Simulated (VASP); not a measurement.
Runs of VASP 6.6.1 on Ti. Symmetry: P6_3/mmc, No. 194, hexagonal system. The conventional cell has a = 2.864 Å, b = 2.864 Å, c = 4.540 Å, α = 90.00°, β = 90.00°, γ = 120.00°. Ti (site symmetry -6m2) has 12 Ti at 2.81 to 2.86 Å within 3.7 Å. 

| k mesh | smearing | gap on the mesh (eV) | pressure (GPa) |
| --- | --- | --- | --- |
| 13 × 13 × 7 | fermi-dirac 0.1 eV | none | -0.2 |
| 13 × 13 × 7 | methfessel-paxton 0.03 eV | none | -0.3 |
| 13 × 13 × 7 | methfessel-paxton 1 eV | none | -0.5 |
| 3 × 3 × 2 | fermi-dirac 0.1 eV | none | (a) |
| 6 × 6 × 4 | fermi-dirac 0.1 eV | none | -0.2 |

Alike in all rows: task single point; level LDA; potentials or basis VASP PAW LDA potentials, release 64 (Ti_sv); no spin polarisation; cell as given; cutoff (eV) 520.

Task: Fill in the values left out.

Result: (a) -1.8.

Caveats: some runs use coarse meshes.

A gap of «none» marks levels without a gap at the run's occupations.
